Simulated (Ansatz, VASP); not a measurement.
## HfB2 in VASP and in Ansatz

File INCAR:

```
SYSTEM = HfB2
  PREC = Accurate
  ENCUT = 520
  EDIFF = 1E-6
  ISMEAR = -1
  SIGMA = 0.05
  LREAL = .FALSE.
  LASPH = .TRUE.
  NELM = 80
  ALGO = Normal
  ISIF = 2
  LWAVE = .FALSE.
  LCHARG = .FALSE.
  GGA = PS
  NBANDS = 15
```

Contents of KPOINTS:

```
Automatic mesh
0
G
  10 10 8
  0 0 0
```

POSCAR

```
HfB2
1.0
    3.0772000000      0.0000000000      0.0000000000
   -1.5386000000      2.6649333725      0.0000000000
    0.0000000000      0.0000000000      3.4800000000
Hf B
1 2
Direct
    0.0000000000      0.0000000000      0.0000000000
    0.6666666667      0.3333333333      0.5000000000
    0.3333333333      0.6666666667      0.5000000000
```

The input input.yaml:

```yaml
crystal:
  lattice:
    - [3.0772, 0.0, 0.0]
    - [-1.5386, 2.6649333725, 0.0]
    - [0.0, 0.0, 3.48]
  atoms:
    - { symbol: Hf, position: [0.0, 0.0, 0.0] }
    - { symbol: B, position: [0.6666666667, 0.3333333333, 0.5] }
    - { symbol: B, position: [0.3333333333, 0.6666666667, 0.5] }
kpoints:
  mp_grid: { grid: [10, 10, 8] }
  band_path:
    path:
      - [0.0, 0.0, 0.0]
      - [0.5, 0.0, 0.0]
      - [0.3333333333, 0.3333333333, 0.0]
      - [0.0, 0.0, 0.0]
      - [0.0, 0.0, 0.5]
      - [0.5, 0.0, 0.5]
      - [0.3333333333, 0.3333333333, 0.5]
      - [0.0, 0.0, 0.5]
    npoints: 6
scf:
  occupations: { method: fermi_dirac, width: 0.05 }
hamiltonian:
  xc: pbesol
  pseudopotentials: { kind: all_electron, lapw: { basis_error: 0.002 } }
output:
  forces: true
  stress: true
  eigenvalues: true
```

Change from the starting cell: strain_xy = -0.02.

Alike in both runs: functional PBEsol; k mesh 10 × 10 × 8; occupations fermi-dirac, width 0.05 eV; no spin polarisation.

|  | VASP | Ansatz |
| --- | --- | --- |
| version | VASP 6.6.1 | Ansatz 0.2.0 |
| potentials or method | VASP PAW PBE potentials, release 64 (Hf_pv, B), cutoff 520 eV | all-electron LAPW, scalar-relativistic |
| task | single point | band structure |

Ansatz gave:

| Quantity | Value |
| --- | --- |
| gap on the k mesh at the Fermi level (eV) | none |
| pressure (GPa) | 6.9 |
| traceless stress, the component that is largest in VASP (GPa) | -6.74 |

Estimate VASP's values.

gap on the k mesh at the Fermi level (eV): none; pressure (GPa): 6.9; traceless stress, the component that is largest in VASP (GPa): -6.57.

VASP's potentials were made for PBE, not for PBEsol. A gap of «none» marks a metal or a gap that the smearing closes. Ansatz ran all-electron here, and VASP with PAW potentials.

Neither program's run includes spin-orbit coupling.
